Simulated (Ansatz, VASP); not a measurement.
## HfH2 in VASP and in Ansatz

```
Hf H
1.0
     3.36034    0.00000    0.00000
     0.00000    3.36034    0.00000
     0.00000    0.00000    4.11054
Hf H
2 4
Direct
  0.00000 0.00000 0.00000
  0.50000 0.50000 0.50000
  0.00000 0.50000 0.25000
  0.50000 0.00000 0.25000
  0.50000 0.00000 0.75000
  0.00000 0.50000 0.75000
```

Change from the starting cell: equal strain along all axes, cell held, atoms relaxed: -3.0 %.

Alike in both runs: task single point; functional PBEsol; k mesh 10 × 10 × 8; occupations gaussian, width 0.1 eV; no spin polarisation.

|  | VASP | Ansatz |
| --- | --- | --- |
| version | VASP 6.6.1 | Ansatz 0.2.0 |
| potentials or method | VASP PAW PBE potentials, release 64 (Hf_pv, H), cutoff 520 eV | scalar-relativistic, plane waves, PAW |
| valence electrons in the cell | 24 | 56 |

|  | VASP | Ansatz | Ansatz less VASP |
| --- | --- | --- | --- |
| gap on the k mesh at the Fermi level (eV) | none | none | - |
| pressure (GPa) | 16.4 | 17.0 | +0.61 |
| traceless stress, the component that is largest in VASP (GPa) | -2.00 | -2.00 | +0.002 |

VASP's potentials were made for PBE, not for PBEsol. A gap of «none» marks a metal or a gap that the smearing closes. VASP's potentials hold 24 valence electrons a cell and Ansatz's 56, so a difference there can come from the potentials and not from the codes.

Spin-orbit coupling is off throughout.
